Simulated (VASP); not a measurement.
The system is BN.

```
CELL_PARAMETERS angstrom
2.55845 0.00000 0.00000
-1.27922 2.21568 0.00000
0.00000 0.00000 8.40894
ATOMIC_POSITIONS crystal
B 0.00000 0.00000 0.00037
B 0.33333 0.66667 0.24970
B 0.00000 0.00000 0.50037
B 0.66667 0.33333 0.74970
N 0.00000 0.00000 0.18701
N 0.33333 0.66667 0.43792
N 0.00000 0.00000 0.68701
N 0.66667 0.33333 0.93792
```

```yaml
Program: VASP 6.6.1
Task: relaxation of cell and atoms
Functional: LDA
Potentials_or_basis: VASP PAW LDA potentials, release 64 (B, N)
Cutoff: 600 eV
k_mesh: 12 × 12 × 4
Occupations: fermi-dirac, width 0.02 eV
Spin: no spin polarisation
```

At the start: pressure -13.1 GPa; volume 5.96 Å³/atom.

Where does the relaxation end?

Over 6 steps the energy falls by 8.6 meV/atom and the volume is 5.75 Å³/atom (-3.4 %); space group P6_3mc (No. 186, to 0.1 Å) before and after.

The path:
| step | energy change (eV) | largest force (eV/Å) | pressure (GPa) | volume (Å³) |
| --- | --- | --- | --- | --- |
| 1 | 0.0000 | 0.0148 | -13.12 | 47.67 |
| 2 | 0.0108 | 0.0550 | 15.77 | 44.38 |
| 3 | -0.0686 | 0.0165 | -0.11 | 46.05 |
| 4 | -0.0685 | 0.0172 | 0.18 | 46.02 |
| 5 | -0.0685 | 0.0196 | -0.17 | 46.06 |
| 6 | -0.0686 | 0.0015 | 0.01 | 46.04 |

Final structure:
```
CELL_PARAMETERS angstrom
2.52878 0.00000 0.00000
-1.26439 2.18998 0.00000
0.00000 0.00000 8.31290
ATOMIC_POSITIONS crystal
B 0.00000 0.00000 0.00042
B 0.33333 0.66667 0.24970
B 0.00000 0.00000 0.50042
B 0.66667 0.33333 0.74970
N 0.00000 0.00000 0.18696
N 0.33333 0.66667 0.43791
N 0.00000 0.00000 0.68696
N 0.66667 0.33333 0.93791
```
